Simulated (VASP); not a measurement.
AlN: single point with LDA

AlN:

```
Al N
1.0
     0.00000    2.16934    2.16934
     2.16934    0.00000    2.16934
     2.16934    2.16934    0.00000
Al N
1 1
Cartesian
  0.0000 0.0000 0.0000
  1.0847 1.0847 1.0847
```

```json
{
  "Program": "VASP 6.6.1",
  "Task": "single point",
  "Functional": "LDA",
  "Potentials or basis": "VASP PAW LDA potentials, release 64 (Al, N)",
  "Cutoff": "520 eV",
  "k mesh": "10 × 10 × 10",
  "Occupations": "fermi-dirac, width 0.05 eV",
  "Spin": "no spin polarisation",
  "Dipole correction": "no",
  "Further INCAR settings": "ALGO = Normal; EDIFF = 1e-06; NBANDS = 11"
}
```

```
Pressure               : 1.2 GPa
Band gap on the k mesh : 3.23 eV, indirect (least direct gap 4.42 eV)
```

Levels at points of the mesh, in eV from the valence-band top:
```tsv
k point	band 1	band 2	band 3	band 4	band 5	band 6	band 7	band 8	band 9
(0.00, 0.00, 0.00)	-14.94	0.00	0.00	0.00	4.42	12.53	12.53	12.53	17.68
(0.50, 0.00, 0.00)	-12.76	-6.00	-0.49	-0.49	7.45	9.90	11.09	11.09	18.01
(0.50, 0.50, 0.00)	-12.08	-5.02	-1.81	-1.81	3.23	8.53	14.03	15.74	15.74
```

Wall time 12 s on 1 thread of AMD EPYC 7R43 64-Core Processor (Zen 3), on a shared host, peak memory 0.09 GiB.

A k mesh can miss the band edges.
